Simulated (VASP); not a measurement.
# Ba2LuOsAu6 (Fm-3m) in VASP: single point with PBE

Aim: the single point of Ba2LuOsAu6 with PBE.

All numbers are computed with VASP 6.6.1; they aren't measurements. Logs are shortened: lines on timing, memory, paths and dates and some standing lists are left out, and cuts for length are marked.

## 1. The cell of the first run

It takes space group Fm-3m (No. 225, cubic). Conventional cell: a = 9.484 Å, b = 9.484 Å, c = 9.484 Å, α = 90.00°, β = 90.00°, γ = 90.00°. Within 3.3 Å of Lu (site symmetry m-3m) lie 6 Au at 2.50 Å. Within 3.0 Å of Au (site symmetry 4mm) lie 1 Os at 2.25 Å and 1 Lu at 2.50 Å. Within 3.0 Å of Os (site symmetry m-3m) lie 6 Au at 2.25 Å. Ba (site symmetry -43m) has 12 Au at 3.36 Å and 4 Lu at 4.11 Å and 4 Os at 4.11 Å within 4.4 Å.

## 2. Single point, PBE

INCAR

```
ALGO     = Normal         # electronic algorithm
EDIFF    = 1E-6           # SCF threshold, eV
ENCUT    = 600            # plane-wave cutoff, eV
GGA      = PE             # functional
GGA_COMPAT= F            
ISIF     = 2              # what is computed and relaxed
ISMEAR   = -1             # smearing method
LASPH    = T              # aspherical terms in the spheres
LCHARG   = F              # write CHGCAR
LREAL    = F              # projectors in reciprocal space
LWAVE    = F              # write WAVECAR
NBANDS   = 70             # bands
NELM     = 120            # most SCF steps
PREC     = Accurate       # precision mode
SIGMA    = 0.0614         # smearing width, eV
```

KPOINTS

```
k-points
0
Gamma
  6 6 6
```

POSCAR

```
Ba2LuOsAu6
1.0
    0.0000000000      4.7422040000      4.7422040000
    4.7422040000      0.0000000000      4.7422040000
    4.7422040000      4.7422040000      0.0000000000
Lu Au Os Ba
1 6 1 2
Direct
    0.0000000000      0.0000000000      0.0000000000
    0.7369000000      0.2631000000      0.2631000000
    0.2631000000      0.7369000000      0.2631000000
    0.2631000000      0.7369000000      0.7369000000
    0.7369000000      0.2631000000      0.7369000000
    0.2631000000      0.2631000000      0.7369000000
    0.7369000000      0.7369000000      0.2631000000
    0.5000000000      0.5000000000      0.5000000000
    0.2500000000      0.2500000000      0.2500000000
    0.7500000000      0.7500000000      0.7500000000
```

Potentials or basis: VASP PAW PBE potentials, release 64 (Lu, Au, Os, Ba_sv).

Run with:

```sh
$ cat potpaw_PBE.64/Lu/POTCAR potpaw_PBE.64/Au/POTCAR potpaw_PBE.64/Os/POTCAR potpaw_PBE.64/Ba_sv/POTCAR > POTCAR
$ mpirun -np 1 vasp_std > vasp.out
```

OUTCAR:

```text
EDIFF = 1E-6
   ENCUT = 600
   GGA = PE
   ISIF = 2
   ISMEAR = -1
   LASPH = T
   LREAL = F
   NELM = 120
   PREC = Accurate

 ion  position               nearest neighbor table
   1  0.000  0.000  0.000-   2 2.50   3 2.50   4 2.50   5 2.50   6 2.50   7 2.50  10 4.11  10 4.11
                            10 4.11   9 4.11   9 4.11   9 4.11  10 4.11   9 4.11
   2  0.737  0.263  0.263-   8 2.25   1 2.50   5 3.18   6 3.18   7 3.18   3 3.18   9 3.36   9 3.36
                            10 3.36  10 3.36   5 3.53   3 3.53   7 3.53   6 3.53
   3  0.263  0.737  0.263-   8 2.25   1 2.50   4 3.18   6 3.18   7 3.18   2 3.18   9 3.36   9 3.36
                            10 3.36  10 3.36   6 3.53   2 3.53   7 3.53   4 3.53
   4  0.263  0.737  0.737-   8 2.25   1 2.50   5 3.18   6 3.18   7 3.18   3 3.18   9 3.36   9 3.36
                            10 3.36  10 3.36   3 3.53   5 3.53   7 3.53   6 3.53
   5  0.737  0.263  0.737-   8 2.25   1 2.50   4 3.18   6 3.18   7 3.18   2 3.18   9 3.36   9 3.36
                            10 3.36  10 3.36   6 3.53   4 3.53   7 3.53   2 3.53
   6  0.263  0.263  0.737-   8 2.25   1 2.50   3 3.18   4 3.18   5 3.18   2 3.18   9 3.36   9 3.36
                            10 3.36  10 3.36   3 3.53   2 3.53   5 3.53   4 3.53
   7  0.737  0.737  0.263-   8 2.25   1 2.50   3 3.18   4 3.18   5 3.18   2 3.18   9 3.36   9 3.36
                            10 3.36  10 3.36   4 3.53   2 3.53   3 3.53   5 3.53
   8  0.500  0.500  0.500-   2 2.25   3 2.25   4 2.25   5 2.25   6 2.25   7 2.25
   9  0.250  0.250  0.250-   2 3.36   3 3.36   6 3.36   4 3.36   5 3.36   6 3.36   3 3.36   4 3.36
                             7 3.36   2 3.36   5 3.36   7 3.36   1 4.11   1 4.11   1 4.11   1 4.11
  10  0.750  0.750  0.750-   3 3.36   4 3.36   6 3.36   2 3.36   5 3.36   6 3.36   2 3.36   3 3.36
                             7 3.36   4 3.36   5 3.36   7 3.36   1 4.11   1 4.11   1 4.11   1 4.11

  LATTYP: Found a face centered cubic cell.
 ALAT       =     9.4844080000

  Lattice vectors:

 A1 = (   0.0000000000,   4.7422040000,   4.7422040000)
 A2 = (   4.7422040000,   0.0000000000,   4.7422040000)
 A3 = (   4.7422040000,   4.7422040000,   0.0000000000)

Analysis of symmetry for initial positions (statically):
=====================================================================
 Subroutine PRICEL returns:
 Original cell was already a primitive cell.

 Routine SETGRP: Setting up the symmetry group for a
 face centered cubic supercell.

 Subroutine GETGRP returns: Found 48 space group operations
 (whereof 48 operations were pure point group operations)
 out of a pool of 48 trial point group operations.

The static configuration has the point symmetry O_h .

Analysis of symmetry for dynamics (positions and initial velocities):
=====================================================================
 Subroutine PRICEL returns:
 Original cell was already a primitive cell.

 Routine SETGRP: Setting up the symmetry group for a
 face centered cubic supercell.

 Subroutine GETGRP returns: Found 48 space group operations
 (whereof 48 operations were pure point group operations)
 out of a pool of 48 trial point group operations.

The dynamic configuration has the point symmetry O_h .

 Subroutine INISYM returns: Found 48 space group operations
 (whereof 48 operations are pure point group operations),
 and found     1 'primitive' translations

----------------------------------------------------------------------------------------

                                     Primitive cell

  volume of cell :     213.2901

  direct lattice vectors                    reciprocal lattice vectors
     0.000000000  4.742204000  4.742204000    -0.105436206  0.105436206  0.105436206
     4.742204000  0.000000000  4.742204000     0.105436206 -0.105436206  0.105436206
     4.742204000  4.742204000  0.000000000     0.105436206  0.105436206 -0.105436206

  length of vectors
     6.706489212  6.706489212  6.706489212     0.182620867  0.182620867  0.182620867

  position of ions in fractional coordinates (direct lattice)
     0.000000000  0.000000000  0.000000000
     0.736900000  0.263100000  0.263100000
     0.263100000  0.736900000  0.263100000
     0.263100000  0.736900000  0.736900000
     0.736900000  0.263100000  0.736900000
     0.263100000  0.263100000  0.736900000
     0.736900000  0.736900000  0.263100000
     0.500000000  0.500000000  0.500000000
     0.250000000  0.250000000  0.250000000
     0.750000000  0.750000000  0.750000000

  ion indices of the primitive-cell ions
   primitive index   ion index
                 1           1
                 2           2
                 3           3
                 4           4
                 5           5
                 6           6
                 7           7
                 8           8
                 9           9
                10          10

----------------------------------------------------------------------------------------

 KPOINTS: k-points

Automatic generation of k-mesh.
 Grid dimensions read from file:
 generate k-points for:    6    6    6

 Generating k-lattice:

  Cartesian coordinates                     Fractional coordinates (reciprocal lattice)
    -0.017572701  0.017572701  0.017572701     0.166666667  0.000000000  0.000000000
     0.017572701 -0.017572701  0.017572701     0.000000000  0.166666667  0.000000000
     0.017572701  0.017572701 -0.017572701     0.000000000  0.000000000  0.166666667

  Length of vectors
     0.030436811  0.030436811  0.030436811

  Shift w.r.t. Gamma in fractional coordinates (k-lattice)
     0.000000000  0.000000000  0.000000000

 Subroutine IBZKPT returns following result:
 ===========================================

 Found     16 irreducible k-points:

 Following reciprocal coordinates:
            Coordinates               Weight
  0.000000  0.000000  0.000000      1.000000
  0.166667  0.000000  0.000000      8.000000
  0.333333  0.000000  0.000000      8.000000
  0.500000  0.000000  0.000000      4.000000
  0.166667  0.166667  0.000000      6.000000
  0.333333  0.166667  0.000000     24.000000
[... 8 lines left out ...]
 -0.333333  0.333333  0.166667     24.000000
 -0.333333  0.500000  0.166667     12.000000
   k-points           NKPTS =     16   k-points in BZ     NKDIM =     16   number of bands    NBANDS=     70
   number of dos      NEDOS =    301   number of ions     NIONS =     10
   total plane-waves  NPLWV = 157464
   dimension x,y,z NGX =    54 NGY =   54 NGZ =   54
   dimension x,y,z NGXF=   108 NGYF=  108 NGZF=  108
   ions per type =               1   6   1   2
   NGX,Y,Z   is equivalent  to a cutoff of  13.39, 13.39, 13.39 a.u.
   NGXF,Y,Z  is equivalent  to a cutoff of  26.77, 26.77, 26.77 a.u.
 SYSTEM =  unknown system
   PREC   = accura    normal or accurate (medium, high low for compatibility)
   ISTART =      0    job   : 0-new  1-cont  2-samecut
   ICHARG =      2    charge: 1-file 2-atom 10-const
   ISPIN  =      1    spin polarized calculation?
   LNONCOLLINEAR =      F non collinear calculations
   LSORBIT =      F    spin-orbit coupling
   LASPH  =      T    aspherical Exc in radial PAW
   ENCUT  =  600.0 eV  44.10 Ry    6.64 a.u.  13.39 13.39 13.39*2*pi/ulx,y,z
   NELM   =    120;   NELMIN=  2; NELMDL= -5     # of ELM steps
   EDIFF  = 0.1E-05   stopping-criterion for ELM
   LREAL  =      F    real-space projection
[... 7 lines left out ...]
   TEBEG  =    0.0;   TEEND  =   0.0 temperature during run
   PSTRESS=    0.0 pullay stress
   NELECT =     119.0000    total number of electrons
   NUPDOWN=      -1.0000    fix difference up-down
   EMIN   =  10.00;   EMAX   =-10.00  energy-range for DOS
   EFERMI =   0.00;   METHOD = LEGACY
   ISMEAR =    -1;   SIGMA  =   0.06  broadening in eV -4-tet -1-fermi 0-gaus
   EFERMI_NEDOS =   21; number of points for ismear=-14 and -15
   IALGO  =     38    algorithm
   IMIX   =      4    mixing-type and parameters
     AMIX     =   0.40;   BMIX     =  1.00
     AMIX_MAG =   1.60;   BMIX_MAG =  1.00
  volume/ion in A,a.u.               =      21.33       143.94
  Fermi-wavevector in a.u.,A,eV,Ry     =   1.347722  2.546825 24.712997  1.816354
  Thomas-Fermi vector in A             =   2.475449
   LORBIT       =      0    0 simple, 1 ext, 2 COOP (PROOUT), +10 PAW based schemes
   GGA     = PE    functional components
   LHFCALC =     F    Hartree Fock is set to
   AEXX    =    0.0000 exact exchange contribution
   IVDW    =     0    specifies the selected vdW correction
   LEPSILON=     F    determine dielectric tensor
   LRPA    =     F    only Hartree local field effects (RPA)
 non-spin polarized calculation
  energy-cutoff  :      600.00
  volume of cell :      213.29
 maximum number of plane-waves:      7150
 NGX is ok and might be reduce to    54
   NGX = 27   NGY = 27   NGZ = 27

 number of electron     119.0000004 magnetization

 Free energy of the ion-electron system (eV)
  ---------------------------------------------------
  ext. energy  EPLUGINS =         0.00000000
  ---------------------------------------------------
  free energy    TOTEN  =       -31.06725278 eV

  energy without entropy =      -31.02888051  energy(sigma->0) =      -31.04806664

 E-fermi :   7.2364     XC(G=0): -11.3659

 val. band max:        7.0903851600   @ k =   0.3333   0.1667   0.0000
 cond. band min:       7.2707604091   @ k =   0.5000   0.3333   0.1667
 fundamental gap:      0.1803752491
 Fermi energy:         7.2364422157

 k-point     1 :       0.0000    0.0000    0.0000
  band No.  band energies     occupation
      1     -48.6938      2.00000
      2     -20.7622      2.00000
      3     -20.7375      2.00000
      4     -19.6689      2.00000
      5     -19.6689      2.00000
      6     -19.6689      2.00000
[... 62 lines left out ...]
     69      11.6579      0.00000
     70      11.6615      0.00000

 k-point     2 :       0.1667    0.0000    0.0000
  band No.  band energies     occupation
      1     -48.6938      2.00000
      2     -20.7602      2.00000
      3     -20.7386      2.00000
      4     -19.6691      2.00000
      5     -19.6691      2.00000
      6     -19.6690      2.00000
[... 62 lines left out ...]
     69      10.3647      0.00000
     70      11.5600      0.00000

 k-point     3 :       0.3333    0.0000    0.0000
  band No.  band energies     occupation
      1     -48.6938      2.00000
      2     -20.7547      2.00000
      3     -20.7420      2.00000
      4     -19.6695      2.00000
      5     -19.6695      2.00000
      6     -19.6690      2.00000
[... 938 lines left out ...]
     69      10.7486      0.00000
     70      10.9249      0.00000

 k-point    16 :      -0.3333    0.5000    0.1667
  band No.  band energies     occupation
      1     -48.6938      2.00000
      2     -20.7494      2.00000
      3     -20.7447      2.00000
      4     -19.6696      2.00000
      5     -19.6684      2.00000
      6     -19.6676      2.00000
[... 62 lines left out ...]
     69      10.4434      0.00000
     70      10.7572      0.00000

------------------------ aborting loop because EDIFF is reached ----------------------------------------

  FORCE on cell =-STRESS in cart. coord.  units (eV):
  Direction    XX          YY          ZZ          XY          YZ          ZX
  --------------------------------------------------------------------------------------
  -------------------------------------------------------------------------------------
  Total       59.5318689     59.5318689     59.5318689     -0.0000000     -0.0000000     -0.0000000
  in kB      447.1872431    447.1872431    447.1872431     -0.0000000     -0.0000000     -0.0000000
  external PRESSURE =     447.1872431 kB  Pullay stress =       0.0000000 kB

 VOLUME and BASIS-vectors are now :
 -----------------------------------------------------------------------------
  energy-cutoff  :      600.00
  volume of cell :      213.29
      direct lattice vectors                 reciprocal lattice vectors
     0.000000000  4.742204000  4.742204000    -0.105436206  0.105436206  0.105436206
     4.742204000  0.000000000  4.742204000     0.105436206 -0.105436206  0.105436206
     4.742204000  4.742204000  0.000000000     0.105436206  0.105436206 -0.105436206

 POSITION                                       TOTAL-FORCE (eV/Angst)
 -----------------------------------------------------------------------------------
      0.00000      0.00000      0.00000         0.000000     -0.000000      0.000000
      2.49535      4.74220      4.74220        -5.202340     -0.000000      0.000000
      4.74220      2.49535      4.74220         0.000000     -5.202340      0.000000
      6.98906      4.74220      4.74220         5.202340     -0.000000      0.000000
      4.74220      6.98906      4.74220         0.000000      5.202340      0.000000
      4.74220      4.74220      2.49535         0.000000     -0.000000     -5.202340
      4.74220      4.74220      6.98906         0.000000     -0.000000      5.202340
      4.74220      4.74220      4.74220         0.000000     -0.000000      0.000000
      2.37110      2.37110      2.37110         0.000000     -0.000000     -0.000000
      7.11331      7.11331      7.11331         0.000000      0.000000     -0.000000
 -----------------------------------------------------------------------------------
    total drift:                                0.000000      0.000000      0.000000

  FREE ENERGIE OF THE ION-ELECTRON SYSTEM (eV)
  ---------------------------------------------------
  free  energy   TOTEN  =       -31.0672527791 eV

  energy  without entropy=      -31.0288805052  energy(sigma->0) =      -31.04806664
```

Run time: 16 min. Hardware: 1 thread of AMD EPYC 7R43 (Zen 3), shared host; peak memory 0.54 GiB.

Results:

```
Free energy            : -31.0673 eV
Pressure               : 44.7 GPa
Largest force          : 5.202 eV/Å
Band gap on the k mesh : zero (an odd number of electrons rules out a gap without spin polarisation)
```

Forces in eV/Å, atoms in the order of the input:
```
Lu   0.000  0.000  0.000
Au  -5.202  0.000  0.000
Au   0.000 -5.202  0.000
Au   5.202  0.000  0.000
Au   0.000  5.202  0.000
Au   0.000  0.000 -5.202
Au   0.000  0.000  5.202
Os   0.000  0.000  0.000
Ba   0.000  0.000  0.000
Ba   0.000  0.000  0.000
```

Caveat: the cell stands under pressure; spin-orbit coupling is left out, which moves the levels of the heavy elements; forces of over 1 eV/Å act on the atoms, so gaps and moduli don't describe the material at rest.
